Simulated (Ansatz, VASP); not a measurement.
## SiC: VASP beside Ansatz

```
Si C
1.0
     0.00000    2.16448    2.16448
     2.16448    0.00000    2.16448
     2.16448    2.16448    0.00000
Si C
1 1
Cartesian
  0.0000 0.0000 0.0000
  1.0822 1.0822 1.0822
```

Alike in both runs: task single point; functional LDA; k mesh 10 × 10 × 10; occupations gaussian, width 0.02 eV; no spin polarisation.

```csv
,VASP,Ansatz
version,VASP 6.6.1,Ansatz 0.2.0
potentials or method,"VASP PAW LDA potentials, release 64 (Si, C), cutoff 600 eV","scalar-relativistic, plane waves, PAW"
valence electrons in the cell,8,8
```

|  | VASP | Ansatz | Ansatz less VASP |
| --- | --- | --- | --- |
| gap on the k mesh at the Fermi level (eV) | 1.29 | 1.30 | +0.013 |
| least direct gap on the mesh (eV) | 4.52 | 4.53 | +0.012 |

LDA's correlation is that of Perdew and Zunger in VASP and of Perdew and Wang (1992) in Ansatz.
